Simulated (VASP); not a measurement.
Write the native input for VASP 6.6.1 that does the following.

```
Task                   : single point
Functional             : PBEsol
Potentials or basis    : VASP PAW PBE potentials, release 64 (In_d, Sb)
Cutoff                 : 520 eV
k mesh                 : 12 × 12 × 12
Occupations            : gaussian, width 0.1 eV
Spin                   : no spin polarisation
Dipole correction      : no
Further INCAR settings : ALGO = Normal; EDIFF = 1e-06; NBANDS = 16
```

The structure of InSb lies in POSCAR:

```
InSb
1.0
    0.0000000000      3.1590411266      3.1590411266
    3.1590411266      0.0000000000      3.1590411266
    3.1590411266      3.1590411266      0.0000000000
In Sb
1 1
Direct
    0.0000000000      0.0000000000      0.0000000000
    0.2500000000      0.2500000000      0.2500000000
```

These files were run (other wordings do the same):

INCAR

```
ALGO     = Normal         # electronic algorithm
EDIFF    = 1E-6           # SCF threshold, eV
ENCUT    = 520            # plane-wave cutoff, eV
GGA      = PS             # functional
ISIF     = 2              # what is computed and relaxed
ISMEAR   = 0              # smearing method
LASPH    = T              # aspherical terms in the spheres
LCHARG   = F              # write CHGCAR
LREAL    = F              # projectors in reciprocal space
LWAVE    = F              # write WAVECAR
NBANDS   = 16             # bands
NELM     = 60             # most SCF steps
PREC     = Accurate       # precision mode
SIGMA    = 0.1            # smearing width, eV
```

KPOINTS

```
k-points
0
Gamma
  12 12 12
```

Potentials or basis: VASP PAW PBE potentials, release 64 (In_d, Sb).

Launch:

```console
$ cat potpaw_PBE.64/In_d/POTCAR potpaw_PBE.64/Sb/POTCAR > POTCAR
$ mpirun -np 1 vasp_std > vasp.out
```

Results of the run:

* Pressure: 5.1 GPa
* Band gap on the k mesh: 0.18 eV

Caveat: the cell stands under pressure; the PAW data sets were made with another functional, which shifts forces and pressure a little; spin-orbit coupling is left out, which moves the levels of the heavy elements.

Run time: 68 s on 1 thread of Intel Xeon 8259CL, with other jobs on the host, peak memory 0.25 GiB.
